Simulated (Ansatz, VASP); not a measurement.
**One calculation of BaTiO3, two programs**

Contents of INCAR:

```
PREC = Accurate
ENCUT = 520
EDIFF = 1E-8
ISMEAR = -1
SIGMA = 0.03
LREAL = F
LASPH = T
NELM = 60
ALGO = Normal
ISIF = 2
LWAVE = F
LCHARG = F
GGA = PE
LEFG = T
NBANDS = 28
```

Contents of KPOINTS:

```
Automatic mesh
0
Gamma
  7 7 7
```

Contents of POSCAR:

```
BaTiO3
1.0
    3.9998000000      0.0000000000      0.0000000000
    0.0000000000      3.9998000000      0.0000000000
    0.0000000000      0.0000000000      3.8974600000
Ba Ti O
1 1 3
Direct
    0.0000000000      0.0000000000      0.0000000000
    0.5000000000      0.5000000000      0.5000000000
    0.5000000000      0.5000000000      0.0000000000
    0.5000000000      0.0000000000      0.5000000000
    0.0000000000      0.5000000000      0.5000000000
```

Input for Ansatz:

```yaml
crystal:
  lattice:
    - [3.9998, 0.0, 0.0]
    - [0.0, 3.9998, 0.0]
    - [0.0, 0.0, 3.89746]
  atoms:
    - { symbol: Ba, position: [0.0, 0.0, 0.0] }
    - { symbol: Ti, position: [0.5, 0.5, 0.5] }
    - { symbol: O, position: [0.5, 0.5, 0.0] }
    - { symbol: O, position: [0.5, 0.0, 0.5] }
    - { symbol: O, position: [0.0, 0.5, 0.5] }
kpoints:
  mp_grid: { grid: [7, 7, 7] }
scf:
  occupations: { method: fermi_dirac, width: 0.03 }
hamiltonian:
  xc: pbe
  pseudopotentials: { kind: all_electron, datasets: crystal }
output:
  forces: true
  stress: true
  eigenvalues: true
  efg: { contact_densities: true }
```

Change from the starting cell: zz strain of -3 %, crystal datasets.

Alike in both runs: task electric field gradients; functional PBE; k mesh 7 × 7 × 7; occupations fermi-dirac, width 0.03 eV; no spin polarisation.

|  | VASP | Ansatz |
| --- | --- | --- |
| version | VASP 6.6.1 | Ansatz 0.2.0 |
| potentials or method | VASP PAW PBE potentials, release 64 (Ba_sv, Ti_sv, O), cutoff 520 eV | all-electron PAW with datasets made for the crystal, scalar-relativistic |

```csv
,VASP,Ansatz,Ansatz less VASP
gap on the k mesh at the Fermi level (eV),1.82,1.89,+0.065
pressure (GPa),9.4,7.4,-1.98
"traceless stress, the component that is largest in VASP (GPa)",4.00,3.87,-0.130
size of Vzz on the site where it differs most (V/Å²),2.8,2.2,-0.55
```

Ansatz ran all-electron here, and VASP with PAW potentials.

Spin-orbit coupling is off throughout.
